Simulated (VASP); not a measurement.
Here is a VASP 6.6.1 calculation.

File POSCAR:

```
YHg2
1.0
    4.8318635381      0.0000000000      0.0000000000
   -2.4159317691      4.1845165716      0.0000000000
    0.0000000000      0.0000000000      3.4714904200
Y Hg
1 2
Direct
    0.0000000000      0.0000000000      0.0000000000
    0.3333333333      0.6666666667      0.5000000000
    0.6666666667      0.3333333333      0.5000000000
```

The input INCAR.step1:

```
PREC = Accurate
ENCUT = 520
ISMEAR = -1
SIGMA = 0.1
LREAL = False
LASPH = True
NELM = 80
NBANDS = 24
GGA = PE
ALGO = Normal
EDIFF = 1E-4
LWAVE = True
LCHARG = False
```

The input INCAR.step2:

```
PREC = Accurate
ENCUT = 520
EDIFF = 1E-7
ISMEAR = -1
SIGMA = 0.1
LREAL = False
LASPH = True
NELM = 80
ALGO = Normal
ISIF = 2
LWAVE = False
LCHARG = True
METAGGA = R2SCAN
LMIXTAU = True
LELF = True
LVHAR = True
NBANDS = 24
ISTART = 1
```

The input KPOINTS:

```
Automatic mesh
0
Gamma
  8 8 10
```

Potentials or basis: VASP PAW PBE potentials, release 64 (Y_sv, Hg).

Command:

```console
$ cat potpaw_PBE.64/Y_sv/POTCAR potpaw_PBE.64/Hg/POTCAR > POTCAR
$ cp INCAR.step1 INCAR
$ mpirun -np 1 vasp_std > vasp.out
$ cp INCAR.step2 INCAR
$ mpirun -np 1 vasp_std > vasp.out
```

Q: Predict the pressure.

A: 2.1 GPa.

Stress tensor (GPa, compression positive):
```
2.42 0.00 0.00
0.00 2.42 0.00
0.00 0.00 1.52
```

Caveat: the PAW data sets were made with another functional, which shifts forces and pressure a little.
